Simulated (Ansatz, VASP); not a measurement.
# Mo: VASP beside Ansatz

The input INCAR:

```
  PREC = Accurate
  ENCUT = 500
  EDIFF = 1E-6
  ISMEAR = -1
  SIGMA = 0.15
  LREAL = F
  LASPH = T
  NELM = 120
  ALGO = Normal
  ISIF = 2
  LWAVE = F
  LCHARG = F
  NBANDS = 13
  GGA_COMPAT = F
```

KPOINTS

```
regular mesh
0
Gamma
  6 6 5
```

POSCAR

```
Mo
1.0
    2.7355100000      0.0000000000      0.0000000000
   -1.3677550000      2.3690210000      0.0000000000
    0.0000000000      0.0000000000      2.5551810000
Mo
1
Direct
    0.0000000000      0.0000000000      0.5000000000
```

Input for Ansatz:

```yaml
crystal:
  lattice:
    - [2.73551, 0.0, 0.0]
    - [-1.367755, 2.369021, 0.0]
    - [0.0, 0.0, 2.555181]
  atoms:
    - { symbol: Mo, position: [0.0, 0.0, 0.5] }
basis:
  ecutwfc: 470.0
kpoints:
  mp_grid:
    grid: [6, 6, 5]
hamiltonian:
  xc: lda
  pseudopotentials:
    kind: paw
scf:
  occupations:
    method: fermi_dirac
    width: 0.15
output:
  forces: true
  stress: true
```

Alike in both runs: task single point; functional LDA; k mesh 6 × 6 × 5; occupations fermi-dirac, width 0.15 eV; no spin polarisation.

|  | VASP | Ansatz |
| --- | --- | --- |
| version | VASP 6.6.1 | Ansatz 0.2.0 |
| potentials or method | VASP PAW LDA potentials, release 64 (Mo_sv), cutoff 500 eV | plane waves, PAW |
| valence electrons in the cell | 14 | 14 |

Ansatz gave:

- pressure (GPa): -5.8
- traceless stress, the component that is largest in VASP (GPa): -5.05

**Question.** What did VASP give for the same quantities?

**Answer.** Pressure (GPa): -4.8; traceless stress, the component that is largest in VASP (GPa): -5.00.

LDA's correlation is that of Perdew and Zunger in VASP and of Perdew and Wang (1992) in Ansatz.

The k mesh is coarse, so the values compare programs but aren't converged.
